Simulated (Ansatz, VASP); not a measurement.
KMgF3: VASP beside Ansatz

```xyz
5
Lattice="4.3048 0.0000 0.0000 0.0000 4.3048 0.0000 0.0000 0.0000 4.1453" Properties=species:S:1:pos:R:3 pbc="T T T"
K     2.1524    2.1524    2.0727
Mg    0.0000    0.0000    0.0000
F     2.1524    0.0000    0.0000
F     0.0000    2.1524    0.0000
F     0.0000    0.0000    2.0727
```

Change from the starting cell: strain +0.080 along x and y, +0.040 along z, atoms carried along.

Alike in both runs: task single point; functional PBEsol; k mesh 6 × 6 × 6; occupations gaussian, width 0.05 eV; no spin polarisation.

|  | VASP | Ansatz |
| --- | --- | --- |
| version | VASP 6.6.1 | Ansatz 0.2.0 |
| potentials or method | VASP PAW PBE potentials, release 64 (K_sv, Mg, F), cutoff 520 eV | scalar-relativistic, plane waves, PAW |
| valence electrons in the cell | 32 | 40 |

Ansatz gave:

```
gap on the k mesh at the Fermi level (eV)                     : 5.88
least direct gap on the mesh (eV)                             : 6.17
pressure (GPa)                                                : -8.9
traceless stress, the component that is largest in VASP (GPa) : 1.01
```

Problem. What did VASP give for the same quantities?

Solution. gap on the k mesh at the Fermi level (eV): 5.85; least direct gap on the mesh (eV): 6.15; pressure (GPa): -9.2; traceless stress, the component that is largest in VASP (GPa): 0.99.

VASP's potentials were made for PBE, not for PBEsol. The functional is the same, so the differences come from potentials, cutoffs and numerics. VASP's potentials hold 32 valence electrons a cell and Ansatz's 40, so a difference there can come from the potentials and not from the codes.
